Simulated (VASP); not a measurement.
YAl5N6:

```
Y Al N
1.0
     5.63517    0.00000    0.00000
    -2.81758    4.88020    0.00000
     0.00000    0.00000    5.09888
Y Al N
1 5 6
Direct
  0.00000 0.00000 0.97514
  0.66667 0.33333 0.99656
  0.33333 0.66667 0.99656
  0.00000 0.34967 0.50198
  0.65033 0.65033 0.50198
  0.34967 0.00000 0.50198
  0.66667 0.33333 0.37379
  0.33333 0.66667 0.37379
  0.00000 0.00000 0.44246
  0.00000 0.38523 0.87192
  0.61477 0.61477 0.87192
  0.38523 0.00000 0.87192
```

Base run:

| Quantity | Value |
| --- | --- |
| Program | VASP 6.6.1 |
| Functional | PBE |
| Potentials or basis | VASP PAW PBE potentials, release 64 (Y_sv, Al, N) |
| Cutoff | 520 eV |
| k mesh | 6 × 6 × 6 |
| Occupations | gaussian, width 0.02 eV |
| Spin | no spin polarisation |

Its results: band gap on the k mesh 3.31 eV (least direct gap 3.47 eV); pressure -0.3 GPa; largest force 0.007 eV/Å.

Q: The run is repeated on the same cell with these changes: functional from PBE to PBEsol. What comes out?

A: Band gap on the k mesh 3.24 eV (least direct gap 3.40 eV); pressure -3.6 GPa; largest force 0.073 eV/Å.

PBEsol binds more tightly than PBE, so the same cell stands under less pressure.

Caveats: the cell stands under tension (at least some runs); the PAW data sets were made with another functional, which shifts forces and pressure a little (at least some runs).

A k mesh can miss the band edges.
